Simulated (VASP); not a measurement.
Input of a VASP 6.6.1 run:

File INCAR:

```
PREC = Accurate ; ENCUT = 600
EDIFF = 1E-6 ; ISMEAR = -1
SIGMA = 0.05 ; LREAL = F
LASPH = T ; NELM = 60
ALGO = Normal ; ISIF = 3
LWAVE = F ; LCHARG = F
GGA = PS ; IBRION = 2
NSW = 80 ; EDIFFG = -0.01
```

Contents of KPOINTS:

```
Automatic mesh
0
Gamma
  11 11 6
```

File POSCAR:

```
Au
1.0
    1.4113099650     -2.5559330250      0.0000000000
    1.4113099650      2.5559330250      0.0000000000
    0.0000000000      0.0000000000      4.8931696100
Au
2
Direct
    0.3346720300      0.6653279700      0.2500000000
    0.6653279700      0.3346720300      0.7500000000
```

Potentials or basis: VASP PAW PBE potentials, release 64 (Au).

The run is started by

```bash
$ cat potpaw_PBE.64/Au/POTCAR > POTCAR
$ mpirun -np 1 vasp_std > vasp.out
```

(1) Estimate the space group after relaxing (to 0.05 Å).

(2) Predict the relaxed volume.

(3) Estimate the band gap on the k mesh.

## Answers

(1) P6_3/mmc (No. 194).

(2) 17.00 Å³/atom.

(3) zero (band 11 reaches 13.02 eV, above the bottom of band 12 at 6.68 eV).

Caveat: the PAW data sets were made with another functional, which shifts forces and pressure a little; spin-orbit coupling is left out, which moves the levels of the heavy elements.
